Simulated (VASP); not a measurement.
MgNiH, 3 atoms in the cell. The structure is tetragonal, space group P4/mmm (No. 123). The conventional cell has a = 2.927 Å, b = 2.927 Å, c = 3.183 Å, α = 90.00°, β = 90.00°, γ = 90.00°. Within 2.7 Å of Mg (site symmetry 4/mmm) lie 4 H at 2.07 Å and 8 Ni at 2.61 Å. Within 2.1 Å of Ni (site symmetry 4/mmm) lie 2 H at 1.59 Å. Within 2.1 Å of H (site symmetry 4/mmm) lie 2 Ni at 1.59 Å and 4 Mg at 2.07 Å. 

| Property | Result |
| --- | --- |
| Program | VASP 6.6.1 |
| Task | single point |
| Functional | PBEsol |
| Potentials or basis | VASP PAW PBE potentials, release 64 (Mg, Ni, H) |
| Cutoff | 520 eV |
| k mesh | 14 × 14 × 14 |
| Occupations | gaussian, width 0.1 eV |
| Spin | no spin polarisation |
| Dipole correction | no |
| Further INCAR settings | ALGO = Normal; EDIFF = 1e-06; NBANDS = 14 |

Potentials or basis: VASP PAW PBE potentials, release 64 (Mg, Ni, H).

Launch:

```sh
$ cat potpaw_PBE.64/Mg/POTCAR potpaw_PBE.64/Ni/POTCAR potpaw_PBE.64/H/POTCAR > POTCAR
$ mpirun -np 1 vasp_std > vasp.out
```

Hardware: 1 thread of Intel(R) Xeon(R) Platinum 8375C CPU @ 2.90GHz (Ice Lake), with other jobs on the host.

How long does it take, and how much memory?

Wall time 87 s on 1 thread of Intel(R) Xeon(R) Platinum 8375C CPU @ 2.90GHz (Ice Lake) (shared host), peak memory 0.25 GiB. Counts: scf iterations 13, k points 288.
